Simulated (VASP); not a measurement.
A run of VASP 6.6.1 is set up as follows.

The input INCAR:

```
SYSTEM = Cs
PREC     = Accurate       ! precision mode
ENCUT    = 520            ! plane-wave cutoff, eV
EDIFF    = 1E-6           ! SCF threshold, eV
ISMEAR   = -1             ! smearing method
SIGMA    = 0.05           ! smearing width, eV
LREAL    = .FALSE.        ! projectors in reciprocal space
LASPH    = .TRUE.         ! aspherical terms in the spheres
NELM     = 80             ! most SCF steps
ALGO     = Normal         ! electronic algorithm
ISIF     = 2              ! what is computed and relaxed
LWAVE    = .FALSE.        ! write WAVECAR
LCHARG   = .TRUE.         ! write CHGCAR
GGA      = PS             ! functional
LELF     = .TRUE.         ! ELF
LVHAR    = .TRUE.       
NBANDS   = 10             ! bands
```

Contents of KPOINTS:

```
Automatic mesh
0
G
  11 11 10
  0 0 0
```

The input POSCAR:

```
Cs
1.0
    4.0081029536      0.0000000000      0.0000000000
   -2.0040514768      3.4711189788      0.0000000000
    0.0000000000      0.0000000000      3.6310863326
Cs
1
Direct
    0.0000000000      0.0000000000      0.0000000000
```

Potentials or basis: VASP PAW PBE potentials, release 64 (Cs_sv).

Run with:

```sh
$ cat potpaw_PBE.64/Cs_sv/POTCAR > POTCAR
$ mpirun -np 1 vasp_std > vasp.out
```

Question: Predict the pressure.

Answer: 2.9 GPa.

Caveat: the PAW data sets were made with another functional, which shifts forces and pressure a little.
